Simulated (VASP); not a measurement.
# LiF in VASP: notebook, part 2 of 2

VASP 6.6.1.

## 6. Single point, PBE (strain -0.050 along x and y, +0.025 along z)

INCAR

```
SYSTEM = LiF
PREC     = Accurate       ! precision mode
ENCUT    = 520            ! plane-wave cutoff, eV
EDIFF    = 1E-6           ! SCF threshold, eV
ISMEAR   = 0              ! smearing method
SIGMA    = 0.05           ! smearing width, eV
LREAL    = .False.        ! projectors in reciprocal space
LASPH    = .True.         ! aspherical terms in the spheres
NELM     = 60             ! most SCF steps
ALGO     = Normal         ! electronic algorithm
ISIF     = 2              ! what is computed and relaxed
LWAVE    = .False.        ! write WAVECAR
LCHARG   = .True.         ! write CHGCAR
GGA      = PE             ! functional
LELF     = .True.         ! ELF
LVHAR    = .True.       
NBANDS   = 12             ! bands
```

KPOINTS

```
regular mesh
0
Gamma
  10 10 10
  0 0 0
```

POSCAR

```
LiF
1.0
    0.0000000000      1.9133000000      2.0643500000
    1.9133000000      0.0000000000      2.0643500000
    1.9133000000      1.9133000000      0.0000000000
Li F
1 1
Direct
    0.0000000000      0.0000000000      0.0000000000
    0.5000000000      0.5000000000      0.5000000000
```

Potentials or basis: VASP PAW PBE potentials, release 64 (Li_sv, F).

Run with:

```
cat potpaw_PBE.64/Li_sv/POTCAR potpaw_PBE.64/F/POTCAR > POTCAR
mpirun -np 1 vasp_std > vasp.out
```

OUTCAR:

```text
SYSTEM = LiF
   PREC = Accurate
   ENCUT = 520
   EDIFF = 1E-6
   ISMEAR = 0
   LREAL = .False.
   LASPH = .True.
   NELM = 60
   ISIF = 2
   GGA = PE

 ion  position               nearest neighbor table
   1  0.000  0.000  0.000-   2 1.91   2 1.91   2 1.91   2 1.91   2 2.06   2 2.06
   2  0.500  0.500  0.500-   1 1.91   1 1.91   1 1.91   1 1.91   1 2.06   1 2.06

  LATTYP: Found a body centered tetragonal cell.
 ALAT       =     2.7058148089
 C/A-ratio  =     1.5258620015

  Lattice vectors:

 A1 = (  -1.9133000000,   0.0000000000,   2.0643500000)
 A2 = (   1.9133000000,   0.0000000000,   2.0643500000)
 A3 = (   0.0000000000,   1.9133000000,  -2.0643500000)

Analysis of symmetry for initial positions (statically):
=====================================================================
 Subroutine PRICEL returns:
 Original cell was already a primitive cell.

 Routine SETGRP: Setting up the symmetry group for a
 body centered tetragonal supercell.

 Subroutine GETGRP returns: Found 16 space group operations
 (whereof 16 operations were pure point group operations)
 out of a pool of 16 trial point group operations.

The static configuration has the point symmetry D_4h.

Analysis of symmetry for dynamics (positions and initial velocities):
=====================================================================
 Subroutine PRICEL returns:
 Original cell was already a primitive cell.

 Routine SETGRP: Setting up the symmetry group for a
 body centered tetragonal supercell.

 Subroutine GETGRP returns: Found 16 space group operations
 (whereof 16 operations were pure point group operations)
 out of a pool of 16 trial point group operations.

The dynamic configuration has the point symmetry D_4h.

 Subroutine INISYM returns: Found 16 space group operations
 (whereof 16 operations are pure point group operations),
 and found     1 'primitive' translations

----------------------------------------------------------------------------------------

                                     Primitive cell

  volume of cell :      15.1140

  direct lattice vectors                    reciprocal lattice vectors
     0.000000000  1.913300000  2.064350000    -0.261328595  0.261328595  0.242206990
     1.913300000  0.000000000  2.064350000     0.261328595 -0.261328595  0.242206990
     1.913300000  1.913300000  0.000000000     0.261328595  0.261328595 -0.242206990

  length of vectors
     2.814650567  2.814650567  2.705814809     0.441870450  0.441870450  0.441870450

  position of ions in fractional coordinates (direct lattice)
     0.000000000  0.000000000  0.000000000
     0.500000000  0.500000000  0.500000000

  ion indices of the primitive-cell ions
   primitive index   ion index
                 1           1
                 2           2

----------------------------------------------------------------------------------------

 KPOINTS: regular mesh

Automatic generation of k-mesh.
 Grid dimensions read from file:
 generate k-points for:   10   10   10

 Generating k-lattice:

  Cartesian coordinates                     Fractional coordinates (reciprocal lattice)
    -0.026132859  0.026132859  0.024220699     0.100000000  0.000000000  0.000000000
     0.026132859 -0.026132859  0.024220699     0.000000000  0.100000000  0.000000000
     0.026132859  0.026132859 -0.024220699    -0.000000000 -0.000000000  0.100000000

  Length of vectors
     0.044187045  0.044187045  0.044187045

  Shift w.r.t. Gamma in fractional coordinates (k-lattice)
     0.000000000  0.000000000  0.000000000

 Subroutine IBZKPT returns following result:
 ===========================================

 Found    102 irreducible k-points:

 Following reciprocal coordinates:
            Coordinates               Weight
  0.000000  0.000000  0.000000      1.000000
  0.100000  0.000000  0.000000      8.000000
  0.200000  0.000000  0.000000      8.000000
  0.300000  0.000000  0.000000      8.000000
  0.400000  0.000000  0.000000      8.000000
  0.500000  0.000000  0.000000      4.000000
[... 16 lines left out ...]
  0.300000  0.300000  0.000000      2.000000
  0.400000  0.300000  0.000000      8.000000
 [... further k-points ...]
   k-points           NKPTS =    102   k-points in BZ     NKDIM =    102   number of bands    NBANDS=     12
   number of dos      NEDOS =    301   number of ions     NIONS =      2
   total plane-waves  NPLWV =  11520
   dimension x,y,z NGX =    24 NGY =   24 NGZ =   20
   dimension x,y,z NGXF=    48 NGYF=   48 NGZF=   40
   ions per type =               1   1
   NGX,Y,Z   is equivalent  to a cutoff of  14.18, 14.18, 12.29 a.u.
   NGXF,Y,Z  is equivalent  to a cutoff of  28.35, 28.35, 24.58 a.u.
 SYSTEM =  LiF
   PREC   = accura    normal or accurate (medium, high low for compatibility)
   ISTART =      0    job   : 0-new  1-cont  2-samecut
   ICHARG =      2    charge: 1-file 2-atom 10-const
   ISPIN  =      1    spin polarized calculation?
   LNONCOLLINEAR =      F non collinear calculations
   LSORBIT =      F    spin-orbit coupling
   LASPH  =      T    aspherical Exc in radial PAW
   ENCUT  =  520.0 eV  38.22 Ry    6.18 a.u.   5.23  5.23  5.03*2*pi/ulx,y,z
   NELM   =     60;   NELMIN=  2; NELMDL= -5     # of ELM steps
   EDIFF  = 0.1E-05   stopping-criterion for ELM
   LREAL  =      F    real-space projection
   EDIFFG = 0.1E-04   stopping-criterion for IOM
   NSW    =      0    number of steps for IOM
   IBRION =     -1    ionic relax: 0-MD 1-quasi-New 2-CG
   NFREE  =      0    steps in history (QN), initial steepest desc. (CG)
   ISIF   =      2    stress and relaxation
   ISYM   =      2    0-nonsym 1-usesym 2-fastsym
   POTIM  = 0.5000    time-step for ionic-motion
   TEBEG  =    0.0;   TEEND  =   0.0 temperature during run
   PSTRESS=    0.0 pullay stress
   NELECT =      10.0000    total number of electrons
   NUPDOWN=      -1.0000    fix difference up-down
   EMIN   =  10.00;   EMAX   =-10.00  energy-range for DOS
   EFERMI =   0.00;   METHOD = LEGACY
   ISMEAR =     0;   SIGMA  =   0.05  broadening in eV -4-tet -1-fermi 0-gaus
   EFERMI_NEDOS =   21; number of points for ismear=-14 and -15
   IALGO  =     38    algorithm
   IMIX   =      4    mixing-type and parameters
     AMIX     =   0.40;   BMIX     =  1.00
     AMIX_MAG =   1.60;   BMIX_MAG =  1.00
  volume/ion in A,a.u.               =       7.56        51.00
  Fermi-wavevector in a.u.,A,eV,Ry     =   1.426533  2.695756 27.687788  2.034995
  Thomas-Fermi vector in A             =   2.546799
   LORBIT       =      0    0 simple, 1 ext, 2 COOP (PROOUT), +10 PAW based schemes
   GGA     = PE    functional components
   LHFCALC =     F    Hartree Fock is set to
   AEXX    =    0.0000 exact exchange contribution
   IVDW    =     0    specifies the selected vdW correction
   LEPSILON=     F    determine dielectric tensor
   LRPA    =     F    only Hartree local field effects (RPA)
 non-spin polarized calculation
 Gauss-broadening in eV      SIGMA  =   0.05
  energy-cutoff  :      520.00
  volume of cell :       15.11
 maximum number of plane-waves:       419
 NGX is ok and might be reduce to    24
   NGX = 11   NGY = 11   NGZ =  9

 number of electron      10.0000003 magnetization

 Free energy of the ion-electron system (eV)
  ---------------------------------------------------
  ext. energy  EPLUGINS =         0.00000000
  ---------------------------------------------------
  free energy    TOTEN  =        -9.57472673 eV

  energy without entropy =       -9.57472673  energy(sigma->0) =       -9.57472673

 E-fermi :  -0.1558     XC(G=0): -10.3581

 val. band max:       -0.4452427473   @ k =   0.0000   0.0000   0.0000
 cond. band min:       9.2526497359   @ k =   0.0000   0.0000   0.0000
 fundamental gap:      9.6978924832
 Fermi energy:        -0.1558073795

 k-point     1 :       0.0000    0.0000    0.0000
  band No.  band energies     occupation
      1     -41.2731      2.00000
      2     -20.7252      2.00000
      3      -0.5883      2.00000
      4      -0.5883      2.00000
      5      -0.4452      2.00000
      6       9.2526      0.00000
      7      23.3096      0.00000
      8      24.1867      0.00000
      9      24.8866      0.00000
     10      24.8866      0.00000
     11      25.1811      0.00000
     12      25.1811      0.00000
[... 331 lines left out ...]
 k-point    24 :       0.4000    0.3000    0.0000
  band No.  band energies     occupation
      1     -41.2010      2.00000
      2     -20.1624      2.00000
      3      -3.1610      2.00000
      4      -1.4182      2.00000
      5      -1.2614      2.00000
      6      12.8006      0.00000
      7      17.3325      0.00000
      8      18.6773      0.00000
      9      21.3598      0.00000
     10      22.4355      0.00000
     11      34.6247      0.00000
     12      36.3616      0.00000

 [... further k-points ...]
[... 5 lines left out ...]
  --------------------------------------------------------------------------------------
  -------------------------------------------------------------------------------------
  Total        1.1749733      1.1749733      0.3601255      0.0000000     -0.0000000      0.0000000
  in kB      124.5544114    124.5544114     38.1755198      0.0000000     -0.0000000      0.0000000
  external PRESSURE =      95.7614475 kB  Pullay stress =       0.0000000 kB

 VOLUME and BASIS-vectors are now :
 -----------------------------------------------------------------------------
  energy-cutoff  :      520.00
  volume of cell :       15.11
      direct lattice vectors                 reciprocal lattice vectors
     0.000000000  1.913300000  2.064350000    -0.261328595  0.261328595  0.242206990
     1.913300000  0.000000000  2.064350000     0.261328595 -0.261328595  0.242206990
     1.913300000  1.913300000  0.000000000     0.261328595  0.261328595 -0.242206990

 POSITION                                       TOTAL-FORCE (eV/Angst)
 -----------------------------------------------------------------------------------
      0.00000      0.00000      0.00000         0.000000     -0.000000      0.000000
      1.91330      1.91330      2.06435        -0.000000      0.000000      0.000000
 -----------------------------------------------------------------------------------
    total drift:                               -0.000000     -0.000000      0.000000

  FREE ENERGIE OF THE ION-ELECTRON SYSTEM (eV)
  ---------------------------------------------------
  free  energy   TOTEN  =        -9.5747267349 eV

  energy  without entropy=       -9.5747267349  energy(sigma->0) =       -9.57472673
```

Wall time 25 s (1 thread of Intel Xeon 6975P-C, shared host); peak memory 0.13 GiB.

What came out:

- Free energy: -9.5747 eV
- Band gap on the k mesh: 9.70 eV, direct

Caveat: the cell differs from its parent crystal (strain -0.050 along x and y, +0.025 along z); the cutoff is under 1.25 times the usual one of these potentials, so pressure, stress and relaxed cells hold a basis-set (Pulay) error. A k mesh can miss the band edges.

## 7. Overview

| cell | gap on the mesh (eV) |
| --- | --- |
| a = 2.991 Å, angles 60.0°, 2 atoms | 7.90 |
| a = 2.778, b = 2.778, c = 2.706 Å, angles 60.9, 60.9, 58.3°, 2 atoms | 9.98 |
| a = 2.742, b = 2.742, c = 2.706 Å, angles 60.4, 60.4, 59.1°, 2 atoms | 10.28 |
| a = 2.742, b = 2.742, c = 2.777 Å, angles 59.6, 59.6, 60.9°, 2 atoms | 10.03 |
| a = 2.815, b = 2.815, c = 2.706 Å, angles 61.3, 61.3, 57.5°, 2 atoms | 9.70 |

Alike in all rows: task single point; level PBE; potentials or basis VASP PAW PBE potentials, release 64 (Li_sv, F); no spin polarisation; k mesh 10 × 10 × 10; cutoff (eV) 520; smearing gaussian 0.05 eV.

Caveats: the cutoff is under 1.25 times the usual one of these potentials, so pressure, stress and relaxed cells hold a basis-set (Pulay) error.

Absolute energies hang on the potentials; compare differences alone.
